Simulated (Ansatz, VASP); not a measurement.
## AgCl in VASP and in Ansatz

Contents of POSCAR:

```
AgCl
1.0
    0.0000000000      2.9340284738      2.9340284738
    2.9340284738      0.0000000000      2.9340284738
    2.9340284738      2.9340284738      0.0000000000
Ag Cl
1 1
Direct
    0.0000000000      0.0000000000      0.0000000000
    0.5000000000      0.5000000000      0.5000000000
```

The input INCAR.step1:

```
PREC     = Accurate       # precision mode
ENCUT    = 520            # plane-wave cutoff, eV
ISMEAR   = 0              # smearing method
SIGMA    = 0.01           # smearing width, eV
LREAL    = False          # projectors in reciprocal space
LASPH    = True           # aspherical terms in the spheres
NELM     = 80             # most SCF steps
NBANDS   = 16             # bands
GGA      = PE             # functional
ALGO     = Normal         # electronic algorithm
EDIFF    = 1E-4           # SCF threshold, eV
LWAVE    = True           # write WAVECAR
LCHARG   = False          # write CHGCAR
```

INCAR.step2

```
PREC     = Accurate       # precision mode
ENCUT    = 520            # plane-wave cutoff, eV
EDIFF    = 1E-6           # SCF threshold, eV
ISMEAR   = 0              # smearing method
SIGMA    = 0.01           # smearing width, eV
LREAL    = False          # projectors in reciprocal space
LASPH    = True           # aspherical terms in the spheres
NELM     = 80             # most SCF steps
ALGO     = Normal         # electronic algorithm
ISIF     = 2              # what is computed and relaxed
LWAVE    = False          # write WAVECAR
LCHARG   = False          # write CHGCAR
METAGGA  = R2SCAN         # meta-GGA
LMIXTAU  = True         
NBANDS   = 16             # bands
ISTART   = 1
```

KPOINTS

```
regular mesh
0
Gamma
  8 8 8
```

Input for Ansatz:

```yaml
crystal:
  lattice:
    - [0.0, 2.9340284738, 2.9340284738]
    - [2.9340284738, 0.0, 2.9340284738]
    - [2.9340284738, 2.9340284738, 0.0]
  atoms:
    - { symbol: Ag, position: [0.0, 0.0, 0.0] }
    - { symbol: Cl, position: [0.5, 0.5, 0.5] }
kpoints:
  mp_grid: { grid: [8, 8, 8] }
  band_path:
    path:
      - [0.0, 0.0, 0.0]
      - [0.5, 0.0, 0.5]
      - [0.625, 0.25, 0.625]
      - [0.375, 0.375, 0.75]
      - [0.5, 0.5, 0.5]
      - [0.5, 0.25, 0.75]
      - [0.0375, 0.0375, 0.075]
    npoints: 1
hamiltonian:
  xc: r2scan
scf:
  occupations: { method: fixed }
  n_extra_bands: 4
output:
  forces: true
  stress: true
  eigenvalues: true
```

Change from the starting cell: hydrostatic strain +5.8%.

Alike in both runs: task single point; functional r2SCAN; k mesh 8 × 8 × 8; no spin polarisation.

|  | VASP | Ansatz |
| --- | --- | --- |
| version | VASP 6.6.1 | Ansatz 0.2.0 |
| potentials or method | VASP PAW PBE potentials, release 64 (Ag, Cl) | plane waves, PAW |
| plane-wave cutoff (eV) | 520 | 500 |
| occupations | gaussian, width 0.01 eV | fixed |
| valence electrons in the cell | 18 | 26 |

```tsv
	VASP	Ansatz	Ansatz less VASP
gap on the k mesh at the Fermi level (eV)	1.49	1.54	+0.050
pressure (GPa)	-5.6	-5.5	+0.08
```

VASP's potentials were made for PBE, not for r2SCAN. VASP's potentials hold 18 valence electrons a cell and Ansatz's 26, so a difference there can come from the potentials and not from the codes.
